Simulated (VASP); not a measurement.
# Al3InSb4 in VASP: further runs

The runs below take Al3InSb4 through single point, with PBE.

All numbers are computed with VASP 6.6.1; they aren't measurements. Logs are shortened: lines on timing, memory, paths and dates and some standing lists are left out, and cuts for length are marked.

## Step 1: The cell of the first run

It takes space group Pmm2 (No. 25, orthorhombic). The conventional cell has a = 4.472 Å, b = 8.941 Å, c = 6.317 Å, α = 90.00°, β = 90.00°, γ = 90.00°. Al (site symmetry mm2) has 4 Sb at 2.69 to 2.71 Å within 3.5 Å. Al (site symmetry m) has 4 Sb at 2.70 to 2.71 Å within 3.6 Å. Within 3.7 Å of In (site symmetry mm2) lie 4 Sb at 2.83 to 2.85 Å. Sb (site symmetry mm2) has 4 Al at 2.71 Å within 3.6 Å. Within 3.5 Å of Sb (site symmetry m) lie 3 Al at 2.69 to 2.71 Å and 1 In at 2.85 Å. Within 3.6 Å of Sb (site symmetry mm2) lie 2 Al at 2.70 Å and 2 In at 2.83 Å.

## Step 2: Single point, PBE

File INCAR:

```
ALGO = Normal
EDIFF = 1E-7
ENCUT = 520
GGA = PE
ISIF = 2
ISMEAR = 0
LASPH = T
LCHARG = T
LELF = T
LREAL = F
LVHAR = T
LWAVE = F
NBANDS = 31
NELM = 60
PREC = Accurate
SIGMA = 0.1
```

File KPOINTS:

```
k-points
0
Gamma
  4 2 2
```

File POSCAR:

```
Al3InSb4
1.0
   -4.4720610000      0.0000000000      0.0000000000
    0.0000000000      0.0000000000     -6.3172420000
    0.0000000000     -8.9406601000      0.0000000000
Al In Sb
3 1 4
Direct
    0.0000000000      0.0004540000      0.0000000000
    0.5000000000      0.5000300000      0.7566760000
    0.5000000000      0.5000300000      0.2433240000
    0.0000000000      0.0000450000      0.5000000000
    0.5000000000      0.7569570000      0.0000000000
    0.0000000000      0.2588100000      0.7612270000
    0.5000000000      0.7248640000      0.5000000000
    0.0000000000      0.2588100000      0.2387730000
```

Potentials or basis: VASP PAW PBE potentials, release 64 (Al, In_d, Sb).

Run with:

```sh
> cat potpaw_PBE.64/Al/POTCAR potpaw_PBE.64/In_d/POTCAR potpaw_PBE.64/Sb/POTCAR > POTCAR
> mpirun -np 1 vasp_std > vasp.out
```

OUTCAR:

```text
EDIFF = 1E-7
   ENCUT = 520
   GGA = PE
   ISIF = 2
   ISMEAR = 0
   LASPH = T
   LREAL = F
   NELM = 60
   PREC = Accurate

 ion  position               nearest neighbor table
   1  0.000  0.000  0.000-   6 2.69   8 2.69   5 2.71   5 2.71
   2  0.500  0.500  0.757-   7 2.70   6 2.71   6 2.71   5 2.71
   3  0.500  0.500  0.243-   7 2.70   8 2.71   8 2.71   5 2.71
   4  0.000  0.000  0.500-   7 2.83   7 2.83   8 2.85   6 2.85
   5  0.500  0.757  0.000-   1 2.71   1 2.71   3 2.71   2 2.71
   6  0.000  0.259  0.761-   1 2.69   2 2.71   2 2.71   4 2.85
   7  0.500  0.725  0.500-   2 2.70   3 2.70   4 2.83   4 2.83
   8  0.000  0.259  0.239-   1 2.69   3 2.71   3 2.71   4 2.85

  LATTYP: Found a simple orthorhombic cell.
 ALAT       =     4.4720610000
 B/A-ratio  =     1.4126019301
 C/A-ratio  =     1.9992258827

  Lattice vectors:

 A1 = (  -4.4720610000,   0.0000000000,   0.0000000000)
 A2 = (   0.0000000000,   0.0000000000,  -6.3172420000)
 A3 = (   0.0000000000,  -8.9406601000,   0.0000000000)

Analysis of symmetry for initial positions (statically):
=====================================================================
 Subroutine PRICEL returns:
 Original cell was already a primitive cell.

 Routine SETGRP: Setting up the symmetry group for a
 simple orthorhombic supercell.

 Subroutine GETGRP returns: Found  4 space group operations
 (whereof  4 operations were pure point group operations)
 out of a pool of  8 trial point group operations.

The static configuration has the point symmetry C_2v.

Analysis of symmetry for dynamics (positions and initial velocities):
=====================================================================
 Subroutine PRICEL returns:
 Original cell was already a primitive cell.

 Routine SETGRP: Setting up the symmetry group for a
 simple orthorhombic supercell.

 Subroutine GETGRP returns: Found  4 space group operations
 (whereof  4 operations were pure point group operations)
 out of a pool of  8 trial point group operations.

The dynamic configuration has the point symmetry C_2v.

 Subroutine INISYM returns: Found  4 space group operations
 (whereof  4 operations are pure point group operations),
 and found     1 'primitive' translations

----------------------------------------------------------------------------------------

[... 95 lines left out ...]
   IBRION =     -1    ionic relax: 0-MD 1-quasi-New 2-CG
   NFREE  =      0    steps in history (QN), initial steepest desc. (CG)
   ISIF   =      2    stress and relaxation
   ISYM   =      2    0-nonsym 1-usesym 2-fastsym
   POTIM  = 0.5000    time-step for ionic-motion
   TEBEG  =    0.0;   TEEND  =   0.0 temperature during run
   PSTRESS=    0.0 pullay stress
   NELECT =      42.0000    total number of electrons
   NUPDOWN=      -1.0000    fix difference up-down
   EMIN   =  10.00;   EMAX   =-10.00  energy-range for DOS
   EFERMI =   0.00;   METHOD = LEGACY
   ISMEAR =     0;   SIGMA  =   0.10  broadening in eV -4-tet -1-fermi 0-gaus
   EFERMI_NEDOS =   21; number of points for ismear=-14 and -15
   IALGO  =     38    algorithm
   IMIX   =      4    mixing-type and parameters
     AMIX     =   0.40;   BMIX     =  1.00
     AMIX_MAG =   1.60;   BMIX_MAG =  1.00
  volume/ion in A,a.u.               =      31.57       213.06
  Fermi-wavevector in a.u.,A,eV,Ry     =   0.900236  1.701199 11.026497  0.810425
  Thomas-Fermi vector in A             =   2.023169
   LORBIT       =      0    0 simple, 1 ext, 2 COOP (PROOUT), +10 PAW based schemes
   GGA     = PE    functional components
   LHFCALC =     F    Hartree Fock is set to
   AEXX    =    0.0000 exact exchange contribution
   IVDW    =     0    specifies the selected vdW correction
   LEPSILON=     F    determine dielectric tensor
   LRPA    =     F    only Hartree local field effects (RPA)
 non-spin polarized calculation
 Gauss-broadening in eV      SIGMA  =   0.10
  energy-cutoff  :      520.00
  volume of cell :      252.58
 maximum number of plane-waves:      6834
 NGX is ok and might be reduce to    36
   NGX = 17   NGY = 23   NGZ = 33

 number of electron      42.0000004 magnetization

 Free energy of the ion-electron system (eV)
  ---------------------------------------------------
  ext. energy  EPLUGINS =         0.00000000
  ---------------------------------------------------
  free energy    TOTEN  =       -31.33743684 eV

  energy without entropy =      -31.33743683  energy(sigma->0) =      -31.33743683

 E-fermi :   4.8753     XC(G=0):  -8.4761

 val. band max:        4.5094722422   @ k =   0.0000   0.0000   0.0000
 cond. band min:       5.2402759962   @ k =   0.0000   0.0000   0.0000
 fundamental gap:      0.7308037540
 Fermi energy:         4.8752847720

 k-point     1 :       0.0000    0.0000    0.0000
  band No.  band energies     occupation
      1      -9.8963      2.00000
      2      -9.8733      2.00000
      3      -9.8584      2.00000
      4      -9.8081      2.00000
      5      -9.8035      2.00000
      6      -5.9969      2.00000
[... 397 lines left out ...]
     30       9.4459      0.00000
     31       9.6413      0.00000

------------------------ aborting loop because EDIFF is reached ----------------------------------------

  FORCE on cell =-STRESS in cart. coord.  units (eV):
  Direction    XX          YY          ZZ          XY          YZ          ZX
  --------------------------------------------------------------------------------------
  -------------------------------------------------------------------------------------
  Total        0.4855780      0.5939720     -0.4930542      0.0000000      0.0000000      0.0000000
  in kB        3.0800997      3.7676600     -3.1275225      0.0000000      0.0000000      0.0000000
  external PRESSURE =       1.2400791 kB  Pullay stress =       0.0000000 kB

 VOLUME and BASIS-vectors are now :
 -----------------------------------------------------------------------------
  energy-cutoff  :      520.00
  volume of cell :      252.58
      direct lattice vectors                 reciprocal lattice vectors
    -4.472061000  0.000000000  0.000000000    -0.223610546  0.000000000  0.000000000
     0.000000000  0.000000000 -6.317242000     0.000000000  0.000000000 -0.158296928
     0.000000000 -8.940660100  0.000000000     0.000000000 -0.111848565  0.000000000

 POSITION                                       TOTAL-FORCE (eV/Angst)
 -----------------------------------------------------------------------------------
      0.00000      0.00000     -0.00287        -0.000000     -0.000000     -0.007254
     -2.23603     -6.76518     -3.15881        -0.000000      0.013925      0.000726
     -2.23603     -2.17548     -3.15881        -0.000000     -0.013925      0.000726
      0.00000     -4.47033     -0.00028        -0.000000     -0.000000      0.004123
     -2.23603      0.00000     -4.78188        -0.000000     -0.000000      0.004051
      0.00000     -6.80587     -1.63497         0.000000      0.033913     -0.006484
     -2.23603     -4.47033     -4.57914        -0.000000     -0.000000      0.010596
      0.00000     -2.13479     -1.63497         0.000000     -0.033913     -0.006484
 -----------------------------------------------------------------------------------
    total drift:                               -0.000000     -0.000001     -0.000131

  FREE ENERGIE OF THE ION-ELECTRON SYSTEM (eV)
  ---------------------------------------------------
  free  energy   TOTEN  =       -31.3374368387 eV

  energy  without entropy=      -31.3374368272  energy(sigma->0) =      -31.33743683
```

Run time: 54 s. Hardware: 1 thread of Intel Xeon 6975P-C (Granite Rapids), shared host; peak memory 0.38 GiB.

Results:

```
Free energy            : -31.3374 eV
Pressure               : 0.1 GPa
Largest force          : 0.035 eV/Å
Band gap on the k mesh : 0.73 eV, direct
```

Forces on the atoms (eV/Å):
```
Al   0.000  0.000 -0.007
Al   0.000  0.014  0.001
Al   0.000 -0.014  0.001
In   0.000  0.000  0.004
Sb   0.000  0.000  0.004
Sb   0.000  0.034 -0.006
Sb   0.000  0.000  0.011
Sb   0.000 -0.034 -0.006
```

Stress tensor (GPa, compression positive):
```
 0.31  0.00  0.00
 0.00  0.38  0.00
 0.00  0.00 -0.31
```

Levels at points of the mesh, in eV from the valence-band top:
| k point | band 17 | band 18 | band 19 | band 20 | band 21 | band 22 | band 23 | band 24 | band 25 | band 26 |
| --- | --- | --- | --- | --- | --- | --- | --- | --- | --- | --- |
| (0.00, 0.00, 0.00) | -1.14 | -0.90 | -0.10 | -0.04 | 0.00 | 0.73 | 1.23 | 1.34 | 2.14 | 2.45 |
| (0.50, 0.00, 0.00) | -2.16 | -2.09 | -2.06 | -1.15 | -0.84 | 1.07 | 1.27 | 1.28 | 1.62 | 2.13 |
| (0.00, 0.50, 0.00) | -1.26 | -1.09 | -0.92 | -0.91 | -0.64 | 0.82 | 1.04 | 1.54 | 1.73 | 2.71 |
| (0.50, 0.50, 0.00) | -2.62 | -1.09 | -0.95 | -0.92 | -0.77 | 0.85 | 1.02 | 3.49 | 3.56 | 3.61 |
| (0.00, 0.00, 0.50) | -1.72 | -1.15 | -1.08 | -0.43 | -0.06 | 1.42 | 1.76 | 1.99 | 2.17 | 3.18 |
| (0.50, 0.00, 0.50) | -2.23 | -2.12 | -2.04 | -1.96 | -1.78 | 2.00 | 2.08 | 2.20 | 2.31 | 2.39 |
| (0.00, 0.50, 0.50) | -1.37 | -1.34 | -1.29 | -1.23 | -0.74 | 1.85 | 1.86 | 1.96 | 1.99 | 3.24 |
| (0.50, 0.50, 0.50) | -2.54 | -1.60 | -1.56 | -1.54 | -1.51 | 2.38 | 2.52 | 2.54 | 2.75 | 3.35 |

Caveat: the k points lie up to 0.50 Å⁻¹ apart; spin-orbit coupling is left out, which moves the levels of the heavy elements. A k mesh can miss the band edges.

## Step 3: Single point, PBE

File INCAR:

```
PREC = Accurate ; ENCUT = 520
EDIFF = 1E-7 ; ISMEAR = 0
SIGMA = 0.1 ; LREAL = F
LASPH = T ; NELM = 60
ALGO = Normal ; ISIF = 2
LWAVE = F ; LCHARG = T
GGA = PE ; LELF = T
LVHAR = T ; NBANDS = 31
```

File KPOINTS:

```
regular mesh
0
Gamma
  4 2 2
```

File POSCAR:

```
Al3InSb4
1.0
   -4.4964390195      0.0000628395      0.0002986076
   -0.0005736654     -0.0013911930     -6.2392172137
    0.0000611123     -8.9980222900      0.0008340807
Al In Sb
3 1 4
Direct
    0.0001537934      0.0015392333      0.0002829614
    0.4994956080      0.5002207784      0.7560764020
    0.4993168110      0.4999371131      0.2432309939
    0.0010592851     -0.0008849911      0.5004566063
    0.5001571002      0.7570680087     -0.0003223527
   -0.0004714472      0.2592259597      0.7608124362
    0.5009164504      0.7239424682      0.4996584990
   -0.0006276010      0.2589514297      0.2398044539
```

Potentials or basis: VASP PAW PBE potentials, release 64 (Al, In_d, Sb).

Run with:

```sh
> cat potpaw_PBE.64/Al/POTCAR potpaw_PBE.64/In_d/POTCAR potpaw_PBE.64/Sb/POTCAR > POTCAR
> mpirun -np 1 vasp_std > vasp.out
```

It took 54 s on 1 thread of Intel Xeon 6975P-C (Granite Rapids), shared host; peak memory 0.37 GiB.

The run converged. Its results:

| Quantity | Value |
| --- | --- |
| Free energy | -31.3440 eV |
| Pressure | 0.1 GPa |
| Largest force | 0.013 eV/Å |
| Band gap on the k mesh | 0.76 eV, direct |

Forces in eV/Å, atoms in the order of the input:
```
Al   0.000  0.002  0.009
Al  -0.001 -0.006  0.000
Al  -0.003  0.001 -0.006
In   0.004  0.003 -0.009
Sb   0.002 -0.005 -0.002
Sb  -0.002  0.012  0.004
Sb   0.002 -0.001  0.000
Sb  -0.002 -0.007  0.004
```

Levels at points of the mesh, in eV from the valence-band top:
```csv
k point,band 19,band 20,band 21,band 22,band 23,band 24
"(0.00, 0.00, 0.00)",-0.04,-0.02,0.00,0.76,1.21,1.28
"(0.50, 0.00, 0.00)",-1.99,-1.19,-0.89,1.14,1.33,1.34
"(0.00, 0.50, 0.00)",-0.84,-0.82,-0.68,0.86,1.06,1.50
"(0.50, 0.50, 0.00)",-0.86,-0.82,-0.81,0.88,1.03,3.59
"(0.00, 0.00, 0.50)",-1.00,-0.44,-0.08,1.39,1.72,2.01
"(0.50, 0.00, 0.50)",-2.01,-1.92,-1.76,2.06,2.14,2.25
"(0.00, 0.50, 0.50)",-1.32,-1.17,-0.77,1.84,1.86,1.98
"(0.50, 0.50, 0.50)",-1.50,-1.50,-1.47,2.48,2.65,2.68
```

Caveat: the k points lie up to 0.50 Å⁻¹ apart; spin-orbit coupling is left out, which moves the levels of the heavy elements. A k mesh can miss the band edges.

## Step 4: Single point, PBE

File INCAR:

```
SYSTEM = Al3InSb4
PREC     = Accurate       ! precision mode
ENCUT    = 520            ! plane-wave cutoff, eV
EDIFF    = 1E-7           ! SCF threshold, eV
ISMEAR   = 0              ! smearing method
SIGMA    = 0.1            ! smearing width, eV
LREAL    = .FALSE.        ! projectors in reciprocal space
LASPH    = .TRUE.         ! aspherical terms in the spheres
NELM     = 60             ! most SCF steps
ALGO     = Normal         ! electronic algorithm
ISIF     = 2              ! what is computed and relaxed
LWAVE    = .FALSE.        ! write WAVECAR
LCHARG   = .TRUE.         ! write CHGCAR
GGA      = PE             ! functional
LELF     = .TRUE.         ! ELF
LVHAR    = .TRUE.       
NBANDS   = 31             ! bands
```

File KPOINTS:

```
regular mesh
0
G
  4 2 4
  0 0 0
```

File POSCAR:

```
Al3InSb4
1.0
    4.4720610000      0.0000000000      0.0000000000
    0.0000000000      8.9406601000      0.0000000000
    0.0000000000      0.0000000000      6.3172420000
Al In Sb
3 1 4
Direct
    0.0000000000      0.0000000000      0.9995460000
    0.5000000000      0.2433240000      0.4999700000
    0.5000000000      0.7566760000      0.4999700000
    0.0000000000      0.5000000000      0.9999550000
    0.5000000000      0.0000000000      0.2430430000
    0.0000000000      0.2387730000      0.7411900000
    0.5000000000      0.5000000000      0.2751360000
    0.0000000000      0.7612270000      0.7411900000
```

Run with:

```sh
> cat potpaw_PBE.64/Al/POTCAR potpaw_PBE.64/In_d/POTCAR potpaw_PBE.64/Sb/POTCAR > POTCAR
> mpirun -np 1 vasp_std > vasp.out
```

Run time: 4.1 min. Hardware: 1 thread of AMD EPYC 7R13, shared host; peak memory 0.39 GiB.

The run converged. Its results:

```
Free energy            : -31.3641 eV
Pressure               : 0.2 GPa
Largest force          : 0.029 eV/Å
Band gap on the k mesh : 0.73 eV, direct
```

Forces on the atoms (eV/Å):
```
Al   0.000  0.000 -0.004
Al   0.000  0.013  0.001
Al   0.000 -0.013  0.001
In   0.000  0.000  0.002
Sb   0.000  0.000 -0.002
Sb   0.000  0.029 -0.003
Sb   0.000  0.000  0.006
Sb   0.000 -0.029 -0.003
```

Stress tensor (GPa, compression positive):
```
 0.31  0.00  0.00
 0.00  0.39  0.00
 0.00  0.00 -0.22
```

Levels at points of the mesh, in eV from the valence-band top:
| k point | band 19 | band 20 | band 21 | band 22 | band 23 | band 24 |
| --- | --- | --- | --- | --- | --- | --- |
| (0.00, 0.00, 0.00) | -0.10 | -0.04 | 0.00 | 0.73 | 1.23 | 1.34 |
| (0.50, 0.00, 0.00) | -2.06 | -1.15 | -0.84 | 1.07 | 1.27 | 1.28 |
| (0.00, 0.50, 0.00) | -1.08 | -0.43 | -0.06 | 1.42 | 1.76 | 1.99 |
| (0.50, 0.50, 0.00) | -2.04 | -1.96 | -1.78 | 2.00 | 2.08 | 2.20 |
| (0.00, 0.00, 0.50) | -0.92 | -0.91 | -0.64 | 0.82 | 1.04 | 1.55 |
| (0.50, 0.00, 0.50) | -0.95 | -0.92 | -0.77 | 0.86 | 1.02 | 3.49 |
| (0.00, 0.50, 0.50) | -1.29 | -1.23 | -0.74 | 1.85 | 1.86 | 1.96 |
| (0.50, 0.50, 0.50) | -1.56 | -1.54 | -1.51 | 2.38 | 2.52 | 2.54 |

Caveat: spin-orbit coupling is left out, which moves the levels of the heavy elements. A k mesh can miss the band edges.

(Continued in part 2 of 2.)
